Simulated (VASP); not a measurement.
# Cs (I4/mmm) in VASP: single point with PBEsol

Aim: the single point of Cs with PBEsol.

Program: VASP 6.6.1. These are calculated values, not measurements. Logs are shortened: lines on timing, memory, paths and dates and some standing lists are left out, and cuts for length are marked.

## Step 1: The cell of the first run

It takes space group I4/mmm (No. 139, tetragonal). Conventional cell: a = 7.024 Å, b = 7.024 Å, c = 14.127 Å, α = 90.00°, β = 90.00°, γ = 90.00°.

## Step 2: Single point, PBEsol

Contents of INCAR:

```
SYSTEM = Cs
PREC     = Accurate       ! precision mode
ENCUT    = 520            ! plane-wave cutoff, eV
EDIFF    = 1E-6           ! SCF threshold, eV
ISMEAR   = -1             ! smearing method
SIGMA    = 0.15           ! smearing width, eV
LREAL    = .FALSE.        ! projectors in reciprocal space
LASPH    = .TRUE.         ! aspherical terms in the spheres
NELM     = 100            ! most SCF steps
ALGO     = Normal         ! electronic algorithm
ISIF     = 2              ! what is computed and relaxed
LWAVE    = .FALSE.        ! write WAVECAR
LCHARG   = .TRUE.         ! write CHGCAR
GGA      = PS             ! functional
LELF     = .TRUE.         ! ELF
LVHAR    = .TRUE.       
NBANDS   = 10             ! bands
```

Contents of KPOINTS:

```
Automatic mesh
0
G
  5 5 5
  0 0 0
```

Contents of POSCAR:

```
Cs
1.0
   -3.5121650000      3.5121650000      7.0635860000
    3.5121650000     -3.5121650000      7.0635860000
    3.5121650000      3.5121650000     -7.0635860000
Cs
1
Direct
    0.0000000000      0.0000000000      0.0000000000
```

Potentials or basis: VASP PAW PBE potentials, release 64 (Cs_sv).

Command:

```
cat potpaw_PBE.64/Cs_sv/POTCAR > POTCAR
mpirun -np 1 vasp_std > vasp.out
```

OUTCAR:

```text
SYSTEM = Cs
   PREC = Accurate
   ENCUT = 520
   EDIFF = 1E-6
   ISMEAR = -1
   LREAL = .FALSE.
   LASPH = .TRUE.
   NELM = 100
   ISIF = 2
   GGA = PS

 ion  position               nearest neighbor table
   1  0.000  0.000  0.000-

  LATTYP: Found a body centered tetragonal cell.
 ALAT       =     7.0243300000
 C/A-ratio  =     2.0111771514

  Lattice vectors:

 A1 = (  -3.5121650000,   3.5121650000,   7.0635860000)
 A2 = (   3.5121650000,  -3.5121650000,   7.0635860000)
 A3 = (   3.5121650000,   3.5121650000,  -7.0635860000)

Analysis of symmetry for initial positions (statically):
=====================================================================
 Subroutine PRICEL returns:
 Original cell was already a primitive cell.

 Routine SETGRP: Setting up the symmetry group for a
 body centered tetragonal supercell.

 Subroutine GETGRP returns: Found 16 space group operations
 (whereof 16 operations were pure point group operations)
 out of a pool of 16 trial point group operations.

The static configuration has the point symmetry D_4h.

Analysis of symmetry for dynamics (positions and initial velocities):
=====================================================================
 Subroutine PRICEL returns:
 Original cell was already a primitive cell.

 Routine SETGRP: Setting up the symmetry group for a
 body centered tetragonal supercell.

 Subroutine GETGRP returns: Found 16 space group operations
 (whereof 16 operations were pure point group operations)
 out of a pool of 16 trial point group operations.

The dynamic configuration has the point symmetry D_4h.

 Subroutine INISYM returns: Found 16 space group operations
 (whereof 16 operations are pure point group operations),
 and found     1 'primitive' translations

----------------------------------------------------------------------------------------

                                     Primitive cell

  volume of cell :     348.5259

  direct lattice vectors                    reciprocal lattice vectors
    -3.512165000  3.512165000  7.063586000     0.000000000  0.142362332  0.070785575
     3.512165000 -3.512165000  7.063586000     0.142362332  0.000000000  0.070785575
     3.512165000  3.512165000 -7.063586000     0.142362332  0.142362332  0.000000000

  length of vectors
     8.635094276  8.635094276  8.635094276     0.158989406  0.158989406  0.201330741

  position of ions in fractional coordinates (direct lattice)
     0.000000000  0.000000000  0.000000000

  ion indices of the primitive-cell ions
   primitive index   ion index
                 1           1

----------------------------------------------------------------------------------------

 KPOINTS: Automatic mesh

Automatic generation of k-mesh.
 Grid dimensions read from file:
 generate k-points for:    5    5    5

 Generating k-lattice:

  Cartesian coordinates                     Fractional coordinates (reciprocal lattice)
     0.000000000  0.028472466  0.014157115     0.200000000 -0.000000000  0.000000000
     0.028472466  0.000000000  0.014157115    -0.000000000  0.200000000  0.000000000
     0.028472466  0.028472466  0.000000000     0.000000000  0.000000000  0.200000000

  Length of vectors
     0.031797881  0.031797881  0.040266148

  Shift w.r.t. Gamma in fractional coordinates (k-lattice)
     0.000000000  0.000000000  0.000000000

 Subroutine IBZKPT returns following result:
 ===========================================

 Found     18 irreducible k-points:

 Following reciprocal coordinates:
            Coordinates               Weight
  0.000000  0.000000  0.000000      1.000000
  0.200000  0.000000  0.000000      8.000000
  0.400000  0.000000 -0.000000      8.000000
  0.200000  0.200000  0.000000      8.000000
  0.400000  0.200000  0.000000     16.000000
 -0.400000  0.200000  0.000000     16.000000
[... 10 lines left out ...]
 -0.400000  0.400000  0.400000      4.000000
 -0.400000 -0.400000  0.400000      2.000000
   k-points           NKPTS =     18   k-points in BZ     NKDIM =     18   number of bands    NBANDS=     10
   number of dos      NEDOS =    301   number of ions     NIONS =      1
   total plane-waves  NPLWV = 262144
   dimension x,y,z NGX =    64 NGY =   64 NGZ =   64
   dimension x,y,z NGXF=   128 NGYF=  128 NGZF=  128
   ions per type =               1
   NGX,Y,Z   is equivalent  to a cutoff of  12.32, 12.32, 12.32 a.u.
   NGXF,Y,Z  is equivalent  to a cutoff of  24.64, 24.64, 24.64 a.u.
 SYSTEM =  Cs
   PREC   = accura    normal or accurate (medium, high low for compatibility)
   ISTART =      0    job   : 0-new  1-cont  2-samecut
   ICHARG =      2    charge: 1-file 2-atom 10-const
   ISPIN  =      1    spin polarized calculation?
   LNONCOLLINEAR =      F non collinear calculations
   LSORBIT =      F    spin-orbit coupling
   LASPH  =      T    aspherical Exc in radial PAW
   ENCUT  =  520.0 eV  38.22 Ry    6.18 a.u.  16.06 16.06 16.06*2*pi/ulx,y,z
   NELM   =    100;   NELMIN=  2; NELMDL= -5     # of ELM steps
   EDIFF  = 0.1E-05   stopping-criterion for ELM
   LREAL  =      F    real-space projection
   EDIFFG = 0.1E-04   stopping-criterion for IOM
   NSW    =      0    number of steps for IOM
   IBRION =     -1    ionic relax: 0-MD 1-quasi-New 2-CG
   NFREE  =      0    steps in history (QN), initial steepest desc. (CG)
   ISIF   =      2    stress and relaxation
   ISYM   =      2    0-nonsym 1-usesym 2-fastsym
   POTIM  = 0.5000    time-step for ionic-motion
   TEBEG  =    0.0;   TEEND  =   0.0 temperature during run
   PSTRESS=    0.0 pullay stress
   NELECT =       9.0000    total number of electrons
   NUPDOWN=      -1.0000    fix difference up-down
   EMIN   =  10.00;   EMAX   =-10.00  energy-range for DOS
   EFERMI =   0.00;   METHOD = LEGACY
   ISMEAR =    -1;   SIGMA  =   0.15  broadening in eV -4-tet -1-fermi 0-gaus
   EFERMI_NEDOS =   21; number of points for ismear=-14 and -15
   IALGO  =     38    algorithm
   IMIX   =      4    mixing-type and parameters
     AMIX     =   0.40;   BMIX     =  1.00
     AMIX_MAG =   1.60;   BMIX_MAG =  1.00
  volume/ion in A,a.u.               =     348.53      2351.97
  Fermi-wavevector in a.u.,A,eV,Ry     =   0.483887  0.914414  3.185759  0.234147
  Thomas-Fermi vector in A             =   1.483289
   LORBIT       =      0    0 simple, 1 ext, 2 COOP (PROOUT), +10 PAW based schemes
   GGA     = PS    functional components
   LHFCALC =     F    Hartree Fock is set to
   AEXX    =    0.0000 exact exchange contribution
   IVDW    =     0    specifies the selected vdW correction
   LEPSILON=     F    determine dielectric tensor
   LRPA    =     F    only Hartree local field effects (RPA)
 non-spin polarized calculation
  energy-cutoff  :      520.00
  volume of cell :      348.53
 maximum number of plane-waves:      9409
   NGX = 33   NGY = 33   NGZ = 33

 number of electron       9.0000000 magnetization

 Free energy of the ion-electron system (eV)
  ---------------------------------------------------
  ext. energy  EPLUGINS =         0.00000000
  ---------------------------------------------------
  free energy    TOTEN  =        -0.51429411 eV

  energy without entropy =       -0.37752579  energy(sigma->0) =       -0.44590995

 E-fermi :  -1.2028     XC(G=0):  -3.2746

 val. band max:       -1.2140781769   @ k =  -0.4000  -0.4000   0.2000
 cond. band min:      -1.0502744400   @ k =  -0.2000   0.4000   0.2000
 fundamental gap:      0.1638037369
 Fermi energy:        -1.2028365985

 k-point     1 :       0.0000    0.0000    0.0000
  band No.  band energies     occupation
      1     -25.8397      2.00000
      2     -12.6017      2.00000
      3     -12.5845      2.00000
      4     -12.5845      2.00000
      5      -1.9236      1.98375
      6       0.3305      0.00007
      7       0.4424      0.00003
      8       0.9074      0.00000
      9       0.9074      0.00000
     10       1.3464      0.00000

 k-point     2 :       0.2000    0.0000    0.0000
  band No.  band energies     occupation
      1     -25.8397      2.00000
      2     -12.6017      2.00000
      3     -12.5856      2.00000
      4     -12.5844      2.00000
      5      -1.7568      1.95142
      6       0.2272      0.00014
      7       0.3719      0.00006
      8       0.6790      0.00001
      9       0.9693      0.00000
     10       1.1733      0.00000

 k-point     3 :       0.4000    0.0000   -0.0000
  band No.  band energies     occupation
      1     -25.8396      2.00000
      2     -12.6016      2.00000
      3     -12.5875      2.00000
      4     -12.5843      2.00000
      5      -1.2981      1.30722
      6      -0.4256      0.01118
      7       0.2032      0.00017
      8       0.7507      0.00000
      9       0.8912      0.00000
     10       0.9071      0.00000

 k-point     4 :       0.2000    0.2000    0.0000
  band No.  band energies     occupation
      1     -25.8396      2.00000
      2     -12.6017      2.00000
      3     -12.5856      2.00000
      4     -12.5856      2.00000
      5      -1.5307      1.79790
      6       0.1566      0.00023
      7       0.1879      0.00019
      8       0.5057      0.00002
      9       0.7655      0.00000
     10       1.0198      0.00000
[... 144 lines left out ...]
 k-point    16 :      -0.2000   -0.2000    0.2000
  band No.  band energies     occupation
      1     -25.8397      2.00000
      2     -12.6018      2.00000
      3     -12.5845      2.00000
      4     -12.5845      2.00000
      5      -1.8020      1.96383
      6       0.0329      0.00053
      7       0.2638      0.00011
      8       0.9794      0.00000
      9       0.9794      0.00000
     10       1.1173      0.00000

 k-point    17 :      -0.4000    0.4000    0.4000
  band No.  band energies     occupation
      1     -25.8397      2.00000
      2     -12.6019      2.00000
      3     -12.5857      2.00000
      4     -12.5845      2.00000
      5      -1.2520      1.16232
      6      -0.6521      0.04962
      7      -0.0410      0.00087
      8       0.5879      0.00001
      9       1.0723      0.00000
     10       1.2587      0.00000

 k-point    18 :      -0.4000   -0.4000    0.4000
  band No.  band energies     occupation
      1     -25.8397      2.00000
      2     -12.6020      2.00000
      3     -12.5845      2.00000
      4     -12.5845      2.00000
      5      -1.4903      1.74352
      6      -0.5985      0.03497
      7       0.1725      0.00021
      8       0.8188      0.00000
      9       1.1891      0.00000
     10       1.1892      0.00000

------------------------ aborting loop because EDIFF is reached ----------------------------------------

  FORCE on cell =-STRESS in cart. coord.  units (eV):
  Direction    XX          YY          ZZ          XY          YZ          ZX
  --------------------------------------------------------------------------------------
  -------------------------------------------------------------------------------------
  Total       -0.5242903     -0.5242903     -0.4051975      0.0000000     -0.0000000      0.0000000
  in kB       -2.4101681     -2.4101681     -1.8626972      0.0000000     -0.0000000      0.0000000
  external PRESSURE =      -2.2276778 kB  Pullay stress =       0.0000000 kB

 VOLUME and BASIS-vectors are now :
 -----------------------------------------------------------------------------
  energy-cutoff  :      520.00
  volume of cell :      348.53
      direct lattice vectors                 reciprocal lattice vectors
    -3.512165000  3.512165000  7.063586000     0.000000000  0.142362332  0.070785575
     3.512165000 -3.512165000  7.063586000     0.142362332  0.000000000  0.070785575
     3.512165000  3.512165000 -7.063586000     0.142362332  0.142362332  0.000000000

 POSITION                                       TOTAL-FORCE (eV/Angst)
 -----------------------------------------------------------------------------------
      0.00000      0.00000      0.00000         0.000000      0.000000      0.000000
 -----------------------------------------------------------------------------------
    total drift:                                0.000000     -0.000000     -0.000000

  FREE ENERGIE OF THE ION-ELECTRON SYSTEM (eV)
  ---------------------------------------------------
  free  energy   TOTEN  =        -0.5142941146 eV

  energy  without entropy=       -0.3775257857  energy(sigma->0) =       -0.44590995
```

It took 2.1 min on 1 thread of Intel Xeon 6975P-C, shared host; peak memory 0.54 GiB.

Results:

| Quantity | Value |
| --- | --- |
| Free energy | -0.5143 eV |
| Pressure | -0.2 GPa |

Caveat: the PAW data sets were made with another functional, which shifts forces and pressure a little; spin-orbit coupling is left out, which moves the levels of the heavy elements.
